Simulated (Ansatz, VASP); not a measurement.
## AlGaN2 in VASP and in Ansatz

```
CELL_PARAMETERS angstrom
3.11529 0.00000 0.00000
0.00000 3.11529 0.00000
0.00000 0.00000 4.38433
ATOMIC_POSITIONS crystal
Al 0.50000 0.50000 0.50000
Ga 0.00000 0.00000 0.00000
N 0.50000 0.00000 0.74005
N 0.00000 0.50000 0.25995
```

Alike in both runs: functional LDA; k mesh 8 × 8 × 6; occupations gaussian, width 0.02 eV; no spin polarisation.

Ansatz relaxed the structure, and its values are those at the end. VASP's run is a single point on that final structure, the one shown.

```csv
,VASP,Ansatz
version,VASP 6.6.1,Ansatz 0.2.0
potentials or method,"VASP PAW LDA potentials, release 64 (Al, Ga_d, N), cutoff 520 eV","scalar-relativistic, plane waves, PAW"
valence electrons in the cell,26,26
```

```csv
,VASP,Ansatz,Ansatz less VASP
gap on the k mesh at the Fermi level (eV),3.07,3.05,-0.011
least direct gap on the mesh (eV),3.07,3.05,-0.011
pressure (GPa),0.9,0.0,-0.88
rms of the force components (eV/Å),0.012,0.000,-0.0122
```

LDA's correlation is that of Perdew and Zunger in VASP and of Perdew and Wang (1992) in Ansatz.
